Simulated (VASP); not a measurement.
# HfSi3: single point with PBEsol

The system is HfSi3.

```
Hf Si
1.0
     3.87689    0.00000    0.00000
     0.00000    3.87689    0.00000
     0.00000    0.00000    3.87689
Hf Si
1 3
Direct
  0.00000 0.00000 0.00000
  0.00000 0.50000 0.50000
  0.50000 0.50000 0.00000
  0.50000 0.00000 0.50000
```

This cell differs from its parent crystal: volume scaled by 0.960.

* Program: VASP 6.6.1
* Task: single point
* Functional: PBEsol
* Potentials or basis: VASP PAW PBE potentials, release 64 (Hf_pv, Si)
* Cutoff: 520 eV
* k mesh: 8 × 8 × 8
* Occupations: gaussian, width 0.05 eV
* Spin: no spin polarisation
* Dipole correction: no
* Further INCAR settings: ALGO = Normal; EDIFF = 1e-06; NBANDS = 19

```json
{"Pressure": "5.8 GPa", "Band gap on the k mesh": "zero (band 11 reaches 10.92 eV, above the bottom of band 12 at 8.87 eV)"}
```

Levels at points of the mesh, in eV from the Fermi level:
| k point | band 8 | band 9 | band 10 | band 11 | band 12 | band 13 | band 14 | band 15 |
| --- | --- | --- | --- | --- | --- | --- | --- | --- |
| (0.00, 0.00, 0.00) | -4.45 | -4.45 | -0.38 | -0.22 | -0.22 | -0.22 | 2.25 | 2.25 |
| (0.50, 0.00, 0.00) | -4.34 | -3.40 | -1.20 | -1.20 | -0.41 | 0.38 | 0.46 | 3.00 |
| (0.50, 0.50, 0.00) | -3.35 | -3.35 | -1.33 | -1.04 | 0.81 | 0.81 | 0.91 | 1.74 |
| (0.50, 0.50, 0.50) | -5.26 | -5.26 | -5.26 | -1.01 | 2.24 | 2.24 | 4.33 | 4.33 |

Run time: 24 s on 1 thread of Intel(R) Xeon(R) Platinum 8488C (Sapphire Rapids), on a shared host, peak memory 0.18 GiB.

Caveat: the PAW data sets were made with another functional, which shifts forces and pressure a little; spin-orbit coupling is left out, which moves the levels of the heavy elements.
